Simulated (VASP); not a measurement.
# GaN (F-43m) in VASP: a series of runs, part 2 of 3

VASP 6.6.1. The steps go on from the part before.

## (4) Vibrations by perturbation theory, LDA

This run uses another cell than the first one, of 10.70 Å³/atom, 1.033 times its volume.

Contents of INCAR:

```
SYSTEM = GaN
PREC     = Accurate       ! precision mode
ENCUT    = 520            ! plane-wave cutoff, eV
EDIFF    = 1E-8           ! SCF threshold, eV
ISMEAR   = 0              ! smearing method
SIGMA    = 0.01           ! smearing width, eV
LREAL    = .False.        ! projectors in reciprocal space
LASPH    = .True.         ! aspherical terms in the spheres
NELM     = 60             ! most SCF steps
ALGO     = Normal         ! electronic algorithm
ISIF     = 2              ! what is computed and relaxed
LWAVE    = .False.        ! write WAVECAR
LCHARG   = .True.         ! write CHGCAR
GGA      = CA             ! functional
IBRION   = 8              ! ionic algorithm
NSW      = 1              ! ionic steps
```

Contents of KPOINTS:

```
Automatic mesh
0
Gamma
  10 10 10
  0 0 0
```

Contents of POSCAR:

```
GaN
1.0
    2.2038781859      2.2038781859      0.0000000000
   -2.2038781859      2.2038781859      0.0000000000
    0.0000000000      2.2038781859      2.2038781859
Ga N
1 1
Direct
    0.0000000000      0.0000000000      0.0000000000
    0.2500000000      0.7500000000      0.5000000000
```

Potentials or basis: VASP PAW LDA potentials, release 64 (Ga_d, N).

The run is started by

```console
$ cat potpaw_LDA.64/Ga_d/POTCAR potpaw_LDA.64/N/POTCAR > POTCAR
$ mpirun -np 1 vasp_std > vasp.out
```

OUTCAR:

```text
SYSTEM = GaN
   PREC = Accurate
   ENCUT = 520
   EDIFF = 1E-8
   ISMEAR = 0
   LREAL = .False.
   LASPH = .True.
   NELM = 60
   ISIF = 2
   GGA = CA
   IBRION = 8
   NSW = 1

 ion  position               nearest neighbor table
   1  0.000  0.000  0.000-   2 1.91   2 1.91   2 1.91   2 1.91
   2  0.250  0.750  0.500-   1 1.91   1 1.91   1 1.91   1 1.91

  LATTYP: Found a face centered cubic cell.
 ALAT       =     4.4077563718

  Lattice vectors:

 A1 = (   0.0000000000,   2.2038781859,   2.2038781859)
 A2 = (   2.2038781859,   0.0000000000,   2.2038781859)
 A3 = (   2.2038781859,   2.2038781859,   0.0000000000)

Analysis of symmetry for initial positions (statically):
=====================================================================
 Subroutine PRICEL returns:
 Original cell was already a primitive cell.

 Routine SETGRP: Setting up the symmetry group for a
 face centered cubic supercell.

 Subroutine GETGRP returns: Found 24 space group operations
 (whereof 24 operations were pure point group operations)
 out of a pool of 48 trial point group operations.

The static configuration has the point symmetry T_d .

Analysis of symmetry for dynamics (positions and initial velocities):
=====================================================================
 Subroutine PRICEL returns:
 Original cell was already a primitive cell.

 Routine SETGRP: Setting up the symmetry group for a
 face centered cubic supercell.

 Subroutine GETGRP returns: Found 24 space group operations
 (whereof 24 operations were pure point group operations)
 out of a pool of 48 trial point group operations.

The dynamic configuration has the point symmetry T_d .

 Subroutine INISYM returns: Found 24 space group operations
 (whereof 24 operations are pure point group operations),
 and found     1 'primitive' translations

----------------------------------------------------------------------------------------

                                     Primitive cell

  volume of cell :      21.4088

  direct lattice vectors                    reciprocal lattice vectors
     2.203878186  2.203878186  0.000000000     0.226872793  0.226872793 -0.226872793
    -2.203878186  2.203878186  0.000000000    -0.226872793  0.226872793 -0.226872793
     0.000000000  2.203878186  2.203878186     0.000000000  0.000000000  0.453745586

  length of vectors
     3.116754420  3.116754420  3.116754420     0.392955205  0.392955205  0.453745586

  position of ions in fractional coordinates (direct lattice)
     0.000000000  0.000000000  0.000000000
     0.250000000  0.750000000  0.500000000

  ion indices of the primitive-cell ions
   primitive index   ion index
                 1           1
                 2           2

[... 130 lines left out ...]
      1     -10.6082      2.00000
      2      -7.8396      2.00000
      3      -7.8396      2.00000
      4      -7.8396      2.00000
      5      -7.4483      2.00000
      6      -7.4483      2.00000
      7       5.7961      2.00000
      8       5.7961      2.00000
      9       5.7961      2.00000
     10       7.9776      0.00000
     11      16.3238      0.00000
     12      16.3238      0.00000
     13      16.3238      0.00000
[... 354 lines left out ...]
  band No.  band energies     occupation
      1      -9.3493      2.00000
      2      -7.7109      2.00000
      3      -7.5657      2.00000
      4      -7.5176      2.00000
      5      -7.4098      2.00000
      6      -5.4897      2.00000
      7      -0.6094      2.00000
      8       1.3786      2.00000
      9       3.6737      2.00000
     10      11.3237      0.00000
     11      14.0379      0.00000
     12      16.7102      0.00000
     13      18.5176      0.00000

 [... further k-points ...]
[... 5 lines left out ...]
  --------------------------------------------------------------------------------------
  -------------------------------------------------------------------------------------
  Total        1.1027606      1.1027606      1.1027606      0.0000000     -0.0000000      0.0000000
  in kB       82.5275755     82.5275755     82.5275755      0.0000000     -0.0000000      0.0000000
  external PRESSURE =      82.5275755 kB  Pullay stress =       0.0000000 kB

 VOLUME and BASIS-vectors are now :
 -----------------------------------------------------------------------------
  energy-cutoff  :      520.00
  volume of cell :       21.41
      direct lattice vectors                 reciprocal lattice vectors
     2.203878186  2.203878186  0.000000000     0.226872793  0.226872793 -0.226872793
    -2.203878186  2.203878186  0.000000000    -0.226872793  0.226872793 -0.226872793
     0.000000000  2.203878186  2.203878186     0.000000000  0.000000000  0.453745586

 POSITION                                       TOTAL-FORCE (eV/Angst)
 -----------------------------------------------------------------------------------
      0.00000      0.00000      0.00000         0.000000     -0.000000     -0.000000
     -1.10194      3.30582      1.10194        -0.000000      0.000000      0.000000
 -----------------------------------------------------------------------------------
    total drift:                                0.000001     -0.000000      0.000000

  FREE ENERGIE OF THE ION-ELECTRON SYSTEM (eV)
  ---------------------------------------------------
  free  energy   TOTEN  =       -13.9232843431 eV

  energy  without entropy=      -13.9232843431  energy(sigma->0) =      -13.92328434

[... ionic steps 2 to 3 ...]

--------------------------------------- Ionic step        4  -------------------------------------------

------------------------ aborting loop because EDIFF is reached ----------------------------------------

[... ionic steps 5 to 6 ...]

--------------------------------------- Ionic step        7  -------------------------------------------

 Free energy of the ion-electron system (eV)
  ---------------------------------------------------
  ---------------------------------------------------
  free energy    TOTEN  =        -0.23027773 eV

  energy without entropy =       -0.23027773

------------------------ aborting loop because EDIFF is reached ----------------------------------------

 INTERNAL STRAIN TENSOR  FOR ION    2  DIRECTION 1   (eV/Angst):
 -----------------------------------------------------------------------------
     0.02356  0.00000 -0.00000
    -0.00000 -0.00239-11.37061
     0.00000-11.37061 -0.00239

 INTERNAL STRAIN TENSOR FOR ION    2 for displacements in x,y,z  (eV/Angst):
          X           Y           Z          XY          YZ          ZX
  --------------------------------------------------------------------------------
  x     0.00000    -0.00000    -0.00000    -0.00000   -11.37061    -0.00000
  y     0.00000     0.00000     0.00000    -0.00000    -0.00000   -11.37061
  z    -0.00000    -0.00000     0.00000   -11.37061    -0.00000    -0.00000

 SECOND DERIVATIVES (NOT SYMMETRIZED)
 ------------------------------------
               1X          1Y          1Z          2X          2Y          2Z
  1X   -14.680969    0.000000    0.000000   14.680969    0.000000    0.000000
  1Y     0.000000  -14.680969    0.000000    0.000000   14.680969    0.000000
  1Z     0.000000    0.000000  -14.680969    0.000000    0.000000   14.680969
  2X    14.667034    0.000000    0.000000  -14.667034    0.000000    0.000000
  2Y     0.000000   14.667034    0.000000    0.000000  -14.667034    0.000000
  2Z     0.000000    0.000000   14.667034    0.000000    0.000000  -14.667034

 Eigenvectors and eigenvalues of the dynamical matrix
 ----------------------------------------------------

   1 f  =   17.535324 THz   110.177692 2PiTHz  584.915460 cm-1    72.520242 meV
             X         Y         Z           dx          dy          dz
      0.000000  0.000000  0.000000    -0.289275   -0.289275   -0.000000
     -1.101939  3.305817  1.101939     0.645229    0.645229   -0.000000
[... 21 lines left out ...]
   6 f/i=    0.003108 THz     0.019529 2PiTHz    0.103679 cm-1     0.012855 meV
             X         Y         Z           dx          dy          dz
      0.000000  0.000000  0.000000     0.001779   -0.050189   -0.911108
     -1.101939  3.305817  1.101939     0.000798   -0.022501   -0.408477

--------------------------------------------------------------------------------------------------------

 ELASTIC MODULI CONTR FROM IONIC RELAXATION (kBar)
 Direction    XX          YY          ZZ          XY          YZ          ZX
 --------------------------------------------------------------------------------
 XX          -0.0000     -0.0000     -0.0000      0.0000      0.0000      0.0000
 YY          -0.0000     -0.0000     -0.0000      0.0000      0.0000      0.0000
 ZZ          -0.0000     -0.0000     -0.0000      0.0000      0.0000      0.0000
 XY           0.0000      0.0000      0.0000   -623.1189     -0.0000      0.0000
 YZ           0.0000      0.0000      0.0000     -0.0000   -623.1189     -0.0000
 ZX           0.0000      0.0000      0.0000      0.0000     -0.0000   -623.1189
 --------------------------------------------------------------------------------
```

Run time: 2 min. Hardware: 1 thread of AMD EPYC 7R13 (Zen 3), shared host; peak memory 0.2 GiB.

Results:

```
Highest phonon frequency at Γ, LO-TO splitting left out : 585 cm⁻¹
```

Phonon frequencies in cm⁻¹ (negative: imaginary):
```
              q point        frequencies
(0.000, 0.000, 0.000)  0 0 0 585 585 585
```

Caveat: the cell wasn't relaxed at this level first, which shifts response properties.

## (5) Vibrations by perturbation theory, LDA

This run uses another cell than the first one, of 10.85 Å³/atom, 1.046 times its volume.

Contents of INCAR:

```
SYSTEM = GaN
ALGO = Normal ; EDIFF = 1E-8
ENCUT = 520 ; IBRION = 8
ISIF = 2 ; ISMEAR = 0
LASPH = .True. ; LCHARG = .False.
LREAL = .False. ; LWAVE = .False.
NELM = 100 ; NSW = 1
PREC = Accurate ; SIGMA = 0.01
```

Contents of KPOINTS:

```
k-points
0
Gamma
  10 10 10
  0 0 0
```

Contents of POSCAR:

```
GaN
1.0
    2.2136479014      2.2136479014      0.0000000000
   -2.2136479014      2.2136479014      0.0000000000
    0.0000000000      2.2136479014      2.2136479014
Ga N
1 1
Direct
    0.0000000000      0.0000000000      0.0000000000
    0.2500000000      0.7500000000      0.5000000000
```

Potentials or basis: VASP PAW LDA potentials, release 64 (Ga_d, N).

The run is started by

```console
$ cat potpaw_LDA.64/Ga_d/POTCAR potpaw_LDA.64/N/POTCAR > POTCAR
$ mpirun -np 1 vasp_std > vasp.out
```

OUTCAR:

```text
SYSTEM = GaN
   EDIFF = 1E-8
   ENCUT = 520
   IBRION = 8
   ISIF = 2
   ISMEAR = 0
   LASPH = .True.
   LREAL = .False.
   NELM = 100
   NSW = 1
   PREC = Accurate

 ion  position               nearest neighbor table
   1  0.000  0.000  0.000-   2 1.92   2 1.92   2 1.92   2 1.92
   2  0.250  0.750  0.500-   1 1.92   1 1.92   1 1.92   1 1.92

  LATTYP: Found a face centered cubic cell.
 ALAT       =     4.4272958028

  Lattice vectors:

 A1 = (   0.0000000000,   2.2136479014,   2.2136479014)
 A2 = (   2.2136479014,   0.0000000000,   2.2136479014)
 A3 = (   2.2136479014,   2.2136479014,   0.0000000000)

Analysis of symmetry for initial positions (statically):
=====================================================================
 Subroutine PRICEL returns:
 Original cell was already a primitive cell.

 Routine SETGRP: Setting up the symmetry group for a
 face centered cubic supercell.

 Subroutine GETGRP returns: Found 24 space group operations
 (whereof 24 operations were pure point group operations)
 out of a pool of 48 trial point group operations.

The static configuration has the point symmetry T_d .

Analysis of symmetry for dynamics (positions and initial velocities):
=====================================================================
 Subroutine PRICEL returns:
 Original cell was already a primitive cell.

 Routine SETGRP: Setting up the symmetry group for a
 face centered cubic supercell.

 Subroutine GETGRP returns: Found 24 space group operations
[... 568 lines left out ...]
     -1.10682      3.32047      1.10682        -0.000000     -0.000000      0.000000
 -----------------------------------------------------------------------------------
    total drift:                                0.000002      0.000000     -0.000000

  FREE ENERGIE OF THE ION-ELECTRON SYSTEM (eV)
  ---------------------------------------------------
  free  energy   TOTEN  =       -13.9354396933 eV

  energy  without entropy=      -13.9354396933  energy(sigma->0) =      -13.93543969

[... ionic steps 2 to 3 ...]

--------------------------------------- Ionic step        4  -------------------------------------------

------------------------ aborting loop because EDIFF is reached ----------------------------------------

[... ionic steps 5 to 6 ...]

--------------------------------------- Ionic step        7  -------------------------------------------

 Free energy of the ion-electron system (eV)
  ---------------------------------------------------
  ---------------------------------------------------
  free energy    TOTEN  =        -0.22994552 eV

  energy without entropy =       -0.22994552

------------------------ aborting loop because EDIFF is reached ----------------------------------------

 INTERNAL STRAIN TENSOR  FOR ION    2  DIRECTION 1   (eV/Angst):
 -----------------------------------------------------------------------------
     0.02248  0.00000 -0.00000
     0.00000 -0.00148-10.53784
     0.00000-10.53784 -0.00148

 INTERNAL STRAIN TENSOR FOR ION    2 for displacements in x,y,z  (eV/Angst):
          X           Y           Z          XY          YZ          ZX
  --------------------------------------------------------------------------------
  x     0.00000     0.00000     0.00000    -0.00000   -10.53784     0.00000
  y     0.00000    -0.00000     0.00000     0.00000     0.00000   -10.53784
  z     0.00000     0.00000     0.00000   -10.53784     0.00000     0.00000

 SECOND DERIVATIVES (NOT SYMMETRIZED)
 ------------------------------------
               1X          1Y          1Z          2X          2Y          2Z
  1X   -14.117718   -0.000000    0.000000   14.117718    0.000000   -0.000000
  1Y     0.000000  -14.117718   -0.000000   -0.000000   14.117718    0.000000
  1Z     0.000000   -0.000000  -14.117718   -0.000000    0.000000   14.117718
  2X    14.104995    0.000000    0.000000  -14.104995    0.000000    0.000000
  2Y     0.000000   14.104995    0.000000    0.000000  -14.104995    0.000000
  2Z     0.000000    0.000000   14.104995    0.000000    0.000000  -14.104995

 Eigenvectors and eigenvalues of the dynamical matrix
 ----------------------------------------------------

   1 f  =   17.195998 THz   108.045640 2PiTHz  573.596743 cm-1    71.116900 meV
             X         Y         Z           dx          dy          dz
      0.000000  0.000000  0.000000    -0.114041    0.392872    0.000000
     -1.106824  3.320472  1.106824     0.254374   -0.876322    0.000000
[... 21 lines left out ...]
   6 f/i=    0.002894 THz     0.018183 2PiTHz    0.096529 cm-1     0.011968 meV
             X         Y         Z           dx          dy          dz
      0.000000  0.000000  0.000000     0.056382    0.485934    0.770283
     -1.106824  3.320472  1.106824     0.025277    0.217854    0.345332

--------------------------------------------------------------------------------------------------------

 ELASTIC MODULI CONTR FROM IONIC RELAXATION (kBar)
 Direction    XX          YY          ZZ          XY          YZ          ZX
 --------------------------------------------------------------------------------
 XX          -0.0000     -0.0000     -0.0000      0.0000      0.0000     -0.0000
 YY          -0.0000     -0.0000     -0.0000      0.0000      0.0000     -0.0000
 ZZ          -0.0000     -0.0000     -0.0000      0.0000      0.0000     -0.0000
 XY           0.0000      0.0000      0.0000   -547.2892     -0.0000      0.0000
 YZ           0.0000      0.0000      0.0000     -0.0000   -547.2892      0.0000
 ZX          -0.0000     -0.0000     -0.0000      0.0000      0.0000   -547.2892
 --------------------------------------------------------------------------------
```

It took 2 min on 1 thread of AMD EPYC 7R13 (Zen 3), shared host; peak memory 0.2 GiB.

What came out:

```yaml
Highest_phonon_frequency_at_Γ_LO-TO_splitting_left_out: 574 cm⁻¹
```

Phonon frequencies in cm⁻¹ (negative: imaginary):
```csv
q point,frequencies
"(0.000, 0.000, 0.000)",0 0 0 574 574 574
```

Caveat: the cell wasn't relaxed at this level first, which shifts response properties.

(Continued in part 3 of 3.)
